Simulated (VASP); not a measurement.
# Mo (Pm-3m) in VASP: a series of runs

The runs below take Mo through single point, with LDA.

All numbers are computed with VASP 6.6.1; they aren't measurements. Logs are shortened: lines on timing, memory, paths and dates and some standing lists are left out, and cuts for length are marked.

**1. The cell of the first run**

Symmetry: Pm-3m, No. 221, cubic system. The conventional cell has a = 2.558 Å, b = 2.558 Å, c = 2.558 Å, α = 90.00°, β = 90.00°, γ = 90.00°. Within 3.4 Å of Mo (site symmetry m-3m) lie 6 Mo at 2.56 Å.

This isn't the form of Mo at room conditions, which is bcc.

**2. Single point, LDA (16.74 Å³/atom)**

INCAR reads:

```
SYSTEM = Mo
  PREC = Accurate
  ENCUT = 500
  EDIFF = 1E-6
  ISMEAR = -1
  SIGMA = 0.1
  LREAL = .False.
  LASPH = .True.
  NELM = 120
  ALGO = Normal
  ISIF = 2
  LWAVE = .False.
  LCHARG = .True.
  GGA = CA
  LELF = .True.
  LVHAR = .True.
  NBANDS = 13
  GGA_COMPAT = .False.
```

KPOINTS reads:

```
regular mesh
0
Gamma
  14 14 14
  0 0 0
```

POSCAR reads:

```
Mo
1.0
    2.5578741124      0.0000000000      0.0000000000
    0.0000000000      2.5578741124      0.0000000000
    0.0000000000      0.0000000000      2.5578741124
Mo
1
Direct
    0.0000000000      0.0000000000      0.0000000000
```

Potentials or basis: VASP PAW LDA potentials, release 64 (Mo_sv).

Started as:

```sh
$ cat potpaw_LDA.64/Mo_sv/POTCAR > POTCAR
$ mpirun -np 1 vasp_std > vasp.out
```

OUTCAR:

```text
SYSTEM = Mo
   PREC = Accurate
   ENCUT = 500
   EDIFF = 1E-6
   ISMEAR = -1
   LREAL = .False.
   LASPH = .True.
   NELM = 120
   ISIF = 2
   GGA = CA

 ion  position               nearest neighbor table
   1  0.000  0.000  0.000-

  LATTYP: Found a simple cubic cell.
 ALAT       =     2.5578741124

  Lattice vectors:

 A1 = (   2.5578741124,   0.0000000000,   0.0000000000)
 A2 = (   0.0000000000,   2.5578741124,   0.0000000000)
 A3 = (   0.0000000000,   0.0000000000,   2.5578741124)

Analysis of symmetry for initial positions (statically):
=====================================================================
 Subroutine PRICEL returns:
 Original cell was already a primitive cell.

 Routine SETGRP: Setting up the symmetry group for a
 simple cubic supercell.

 Subroutine GETGRP returns: Found 48 space group operations
 (whereof 48 operations were pure point group operations)
 out of a pool of 48 trial point group operations.

The static configuration has the point symmetry O_h .

Analysis of symmetry for dynamics (positions and initial velocities):
=====================================================================
 Subroutine PRICEL returns:
 Original cell was already a primitive cell.

 Routine SETGRP: Setting up the symmetry group for a
 simple cubic supercell.

 Subroutine GETGRP returns: Found 48 space group operations
 (whereof 48 operations were pure point group operations)
 out of a pool of 48 trial point group operations.

The dynamic configuration has the point symmetry O_h .

 Subroutine INISYM returns: Found 48 space group operations
 (whereof 48 operations are pure point group operations),
 and found     1 'primitive' translations

----------------------------------------------------------------------------------------

                                     Primitive cell

  volume of cell :      16.7355

  direct lattice vectors                    reciprocal lattice vectors
     2.557874112  0.000000000  0.000000000     0.390949654  0.000000000  0.000000000
     0.000000000  2.557874112  0.000000000     0.000000000  0.390949654  0.000000000
     0.000000000  0.000000000  2.557874112     0.000000000  0.000000000  0.390949654

  length of vectors
     2.557874112  2.557874112  2.557874112     0.390949654  0.390949654  0.390949654

  position of ions in fractional coordinates (direct lattice)
     0.000000000  0.000000000  0.000000000

  ion indices of the primitive-cell ions
   primitive index   ion index
                 1           1

----------------------------------------------------------------------------------------

 KPOINTS: regular mesh

Automatic generation of k-mesh.
 Grid dimensions read from file:
 generate k-points for:   14   14   14

 Generating k-lattice:

  Cartesian coordinates                     Fractional coordinates (reciprocal lattice)
     0.027924975  0.000000000  0.000000000     0.071428571  0.000000000  0.000000000
     0.000000000  0.027924975  0.000000000     0.000000000  0.071428571  0.000000000
     0.000000000  0.000000000  0.027924975     0.000000000  0.000000000  0.071428571

  Length of vectors
     0.027924975  0.027924975  0.027924975

  Shift w.r.t. Gamma in fractional coordinates (k-lattice)
     0.000000000  0.000000000  0.000000000

 Subroutine IBZKPT returns following result:
 ===========================================

 Found    120 irreducible k-points:

 Following reciprocal coordinates:
            Coordinates               Weight
  0.000000  0.000000  0.000000      1.000000
  0.071429  0.000000  0.000000      6.000000
  0.142857  0.000000  0.000000      6.000000
  0.214286  0.000000  0.000000      6.000000
  0.285714  0.000000  0.000000      6.000000
  0.357143  0.000000  0.000000      6.000000
[... 16 lines left out ...]
  0.285714  0.214286  0.000000     24.000000
  0.357143  0.214286  0.000000     24.000000
 [... further k-points ...]
   k-points           NKPTS =    120   k-points in BZ     NKDIM =    120   number of bands    NBANDS=     13
   number of dos      NEDOS =    301   number of ions     NIONS =      1
   total plane-waves  NPLWV =   8000
   dimension x,y,z NGX =    20 NGY =   20 NGZ =   20
   dimension x,y,z NGXF=    40 NGYF=   40 NGZF=   40
   ions per type =               1
   NGX,Y,Z   is equivalent  to a cutoff of  13.00, 13.00, 13.00 a.u.
   NGXF,Y,Z  is equivalent  to a cutoff of  26.00, 26.00, 26.00 a.u.
 SYSTEM =  Mo
   PREC   = accura    normal or accurate (medium, high low for compatibility)
   ISTART =      0    job   : 0-new  1-cont  2-samecut
   ICHARG =      2    charge: 1-file 2-atom 10-const
   ISPIN  =      1    spin polarized calculation?
   LNONCOLLINEAR =      F non collinear calculations
   LSORBIT =      F    spin-orbit coupling
   LASPH  =      T    aspherical Exc in radial PAW
   ENCUT  =  500.0 eV  36.75 Ry    6.06 a.u.   4.66  4.66  4.66*2*pi/ulx,y,z
   NELM   =    120;   NELMIN=  2; NELMDL= -5     # of ELM steps
   EDIFF  = 0.1E-05   stopping-criterion for ELM
   LREAL  =      F    real-space projection
   EDIFFG = 0.1E-04   stopping-criterion for IOM
   NSW    =      0    number of steps for IOM
   IBRION =     -1    ionic relax: 0-MD 1-quasi-New 2-CG
   NFREE  =      0    steps in history (QN), initial steepest desc. (CG)
   ISIF   =      2    stress and relaxation
   ISYM   =      2    0-nonsym 1-usesym 2-fastsym
   POTIM  = 0.5000    time-step for ionic-motion
   TEBEG  =    0.0;   TEEND  =   0.0 temperature during run
   PSTRESS=    0.0 pullay stress
   NELECT =      14.0000    total number of electrons
   NUPDOWN=      -1.0000    fix difference up-down
   EMIN   =  10.00;   EMAX   =-10.00  energy-range for DOS
   EFERMI =   0.00;   METHOD = LEGACY
   ISMEAR =    -1;   SIGMA  =   0.10  broadening in eV -4-tet -1-fermi 0-gaus
   EFERMI_NEDOS =   21; number of points for ismear=-14 and -15
   IALGO  =     38    algorithm
   IMIX   =      4    mixing-type and parameters
     AMIX     =   0.40;   BMIX     =  1.00
     AMIX_MAG =   1.60;   BMIX_MAG =  1.00
  volume/ion in A,a.u.               =      16.74       112.94
  Fermi-wavevector in a.u.,A,eV,Ry     =   1.542547  2.914991 32.374390  2.379451
  Thomas-Fermi vector in A             =   2.648336
   LORBIT       =      0    0 simple, 1 ext, 2 COOP (PROOUT), +10 PAW based schemes
   GGA     = CA    functional components
   LHFCALC =     F    Hartree Fock is set to
   AEXX    =    0.0000 exact exchange contribution
   IVDW    =     0    specifies the selected vdW correction
   LEPSILON=     F    determine dielectric tensor
   LRPA    =     F    only Hartree local field effects (RPA)
 non-spin polarized calculation
  energy-cutoff  :      500.00
  volume of cell :       16.74
 maximum number of plane-waves:       449
 NGX is ok and might be reduce to    20
   NGX =  9   NGY =  9   NGZ =  9

 number of electron      13.9999996 magnetization

 Free energy of the ion-electron system (eV)
  ---------------------------------------------------
  ext. energy  EPLUGINS =         0.00000000
  ---------------------------------------------------
  free energy    TOTEN  =       -10.97488105 eV

  energy without entropy =      -10.93933295  energy(sigma->0) =      -10.95710700

 E-fermi :  11.2775     XC(G=0): -13.0780

 val. band max:       11.2734359471   @ k =   0.4286   0.2857   0.2143
 cond. band min:      11.2882959027   @ k =   0.5000   0.2857   0.2143
 fundamental gap:      0.0148599556
 Fermi energy:        11.2774792747

 k-point     1 :       0.0000    0.0000    0.0000
  band No.  band energies     occupation
      1     -49.5269      2.00000
      2     -22.8517      2.00000
      3     -22.8517      2.00000
      4     -22.8517      2.00000
      5       4.6311      2.00000
      6       6.8396      2.00000
      7       6.8396      2.00000
      8      15.3593      0.00000
      9      15.3593      0.00000
     10      15.3593      0.00000
     11      27.0987      0.00000
     12      27.0987      0.00000
     13      27.0987      0.00000

 k-point     2 :       0.0714    0.0000    0.0000
  band No.  band energies     occupation
      1     -49.5152      2.00000
      2     -22.9445      2.00000
      3     -22.8438      2.00000
      4     -22.8438      2.00000
      5       4.7950      2.00000
      6       6.8816      2.00000
      7       7.0318      2.00000
      8      15.1203      0.00000
      9      15.1203      0.00000
     10      15.3764      0.00000
     11      26.3010      0.00000
     12      27.4350      0.00000
     13      27.4350      0.00000

 k-point     3 :       0.1429    0.0000    0.0000
  band No.  band energies     occupation
      1     -49.4823      2.00000
      2     -23.1998      2.00000
      3     -22.8216      2.00000
      4     -22.8216      2.00000
      5       5.2247      2.00000
      6       7.0017      2.00000
      7       7.6205      2.00000
      8      14.5097      0.00000
      9      14.5097      0.00000
     10      15.4248      0.00000
     11      24.6489      0.00000
     12      28.3208      0.00000
     13      28.3208      0.00000

 k-point     4 :       0.2143    0.0000    0.0000
  band No.  band energies     occupation
      1     -49.4343      2.00000
      2     -23.5570      2.00000
      3     -22.7893      2.00000
      4     -22.7893      2.00000
      5       5.7948      2.00000
      6       7.1818      2.00000
      7       8.5789      2.00000
      8      13.7408      0.00000
      9      13.7408      0.00000
     10      15.4956      0.00000
     11      22.9594      0.00000
     12      29.4526      0.00000
     13      29.5016      0.00000

 k-point     5 :       0.2857    0.0000    0.0000
  band No.  band energies     occupation
      1     -49.3805      2.00000
      2     -23.9388      2.00000
      3     -22.7533      2.00000
      4     -22.7533      2.00000
      5       6.4138      2.00000
      6       7.3918      2.00000
      7       9.7277      2.00000
      8      12.9969      0.00000
      9      12.9969      0.00000
     10      15.5754      0.00000
     11      21.6283      0.00000
     12      27.8425      0.00000
     13      30.7510      0.00000
[... 257 lines left out ...]
 k-point    22 :       0.2143    0.2143    0.0000
  band No.  band energies     occupation
      1     -49.3430      2.00000
      2     -23.5016      2.00000
      3     -23.4567      2.00000
      4     -22.7283      2.00000
      5       6.7623      2.00000
      6       8.2261      2.00000
      7       9.4220      2.00000
      8      12.3394      0.00005
      9      13.7733      0.00000
     10      14.1436      0.00000
     11      24.2049      0.00000
     12      25.3908      0.00000
     13      30.0569      0.00000

 k-point    23 :       0.2857    0.2143    0.0000
  band No.  band energies     occupation
      1     -49.2899      2.00000
      2     -23.8544      2.00000
      3     -23.4329      2.00000
      4     -22.6930      2.00000
      5       7.1772      2.00000
      6       8.3700      2.00000
      7      10.1426      1.99998
      8      12.3831      0.00003
      9      13.2032      0.00000
     10      14.1179      0.00000
     11      22.9171      0.00000
     12      26.0045      0.00000
     13      29.4093      0.00000

 k-point    24 :       0.3571    0.2143    0.0000
  band No.  band energies     occupation
      1     -49.2415      2.00000
      2     -24.1795      2.00000
      3     -23.3927      2.00000
      4     -22.6610      2.00000
      5       7.5476      2.00000
      6       8.3280      2.00000
      7      10.3193      1.99986
      8      12.6402      0.00000
      9      13.4012      0.00000
     10      14.2105      0.00000
     11      21.7062      0.00000
     12      26.8679      0.00000
     13      28.7101      0.00000

 [... further k-points ...]

------------------------ aborting loop because EDIFF is reached ----------------------------------------

  FORCE on cell =-STRESS in cart. coord.  units (eV):
  Direction    XX          YY          ZZ          XY          YZ          ZX
  --------------------------------------------------------------------------------------
  -------------------------------------------------------------------------------------
  Total       -0.0247338     -0.0247338     -0.0247338     -0.0000000     -0.0000000      0.0000000
  in kB       -2.3679048     -2.3679048     -2.3679048     -0.0000000     -0.0000000      0.0000000
  external PRESSURE =      -2.3679048 kB  Pullay stress =       0.0000000 kB

 VOLUME and BASIS-vectors are now :
 -----------------------------------------------------------------------------
  energy-cutoff  :      500.00
  volume of cell :       16.74
      direct lattice vectors                 reciprocal lattice vectors
     2.557874112  0.000000000  0.000000000     0.390949654  0.000000000  0.000000000
     0.000000000  2.557874112  0.000000000     0.000000000  0.390949654  0.000000000
     0.000000000  0.000000000  2.557874112     0.000000000  0.000000000  0.390949654

 POSITION                                       TOTAL-FORCE (eV/Angst)
 -----------------------------------------------------------------------------------
      0.00000      0.00000      0.00000         0.000000      0.000000      0.000000
 -----------------------------------------------------------------------------------
    total drift:                                0.000000      0.000000      0.000000

  FREE ENERGIE OF THE ION-ELECTRON SYSTEM (eV)
  ---------------------------------------------------
  free  energy   TOTEN  =       -10.9748810538 eV

  energy  without entropy=      -10.9393329519  energy(sigma->0) =      -10.95710700
```

It took 11 s on 1 thread of Intel Xeon Platinum 8488C (Sapphire Rapids), shared host; peak memory 0.13 GiB.

What came out:

```
Free energy            : -10.9749 eV
Pressure               : -0.2 GPa
Band gap on the k mesh : zero (bands 7 and 8 overlap by 2.42 eV)
```

**3. Single point, LDA (18.07 Å³/atom)**

This run uses another cell than the first one, of 18.07 Å³/atom.

INCAR reads:

```
PREC = Accurate
ENCUT = 500
EDIFF = 1E-6
ISMEAR = -1
SIGMA = 0.1
LREAL = False
LASPH = True
NELM = 120
ALGO = Normal
ISIF = 2
LWAVE = False
LCHARG = False
GGA = CA
NBANDS = 13
GGA_COMPAT = False
```

KPOINTS reads:

```
regular mesh
0
Gamma
  14 14 14
```

POSCAR reads:

```
Mo
1.0
    2.6243419241      0.0000000000      0.0000000000
    0.0000000000      2.6243419241      0.0000000000
    0.0000000000      0.0000000000      2.6243419241
Mo
1
Direct
    0.0000000000      0.0000000000      0.0000000000
```

Potentials or basis: VASP PAW LDA potentials, release 64 (Mo_sv).

Started as:

```sh
$ cat potpaw_LDA.64/Mo_sv/POTCAR > POTCAR
$ mpirun -np 1 vasp_std > vasp.out
```

Run time: 11 s. Hardware: 1 thread of Intel Xeon Platinum 8488C (Sapphire Rapids), shared host; peak memory 0.13 GiB.

Results (log left out):

| Property | Result |
| --- | --- |
| Free energy | -10.9104 eV |
| Pressure | -14.4 GPa |
| Band gap on the k mesh | zero (bands 7 and 8 overlap by 2.19 eV) |

Levels at points of the mesh, in eV from the Fermi level:
| k point | band 4 | band 5 | band 6 | band 7 | band 8 | band 9 | band 10 | band 11 |
| --- | --- | --- | --- | --- | --- | --- | --- | --- |
| (0.00, 0.00, 0.00) | -34.26 | -6.39 | -4.01 | -4.01 | 3.67 | 3.67 | 3.67 | 15.17 |
| (0.50, 0.00, 0.00) | -34.13 | -3.45 | -3.16 | 0.13 | 0.59 | 0.59 | 3.99 | 8.82 |
| (0.50, 0.50, 0.00) | -34.01 | -5.11 | -2.21 | 1.22 | 1.22 | 5.62 | 5.62 | 5.88 |
| (0.50, 0.50, 0.50) | -35.26 | -3.60 | -3.60 | -3.60 | 6.10 | 6.10 | 7.85 | 12.30 |

Caveat: the cell stands under tension.

(Continued in part 2 of 2.)
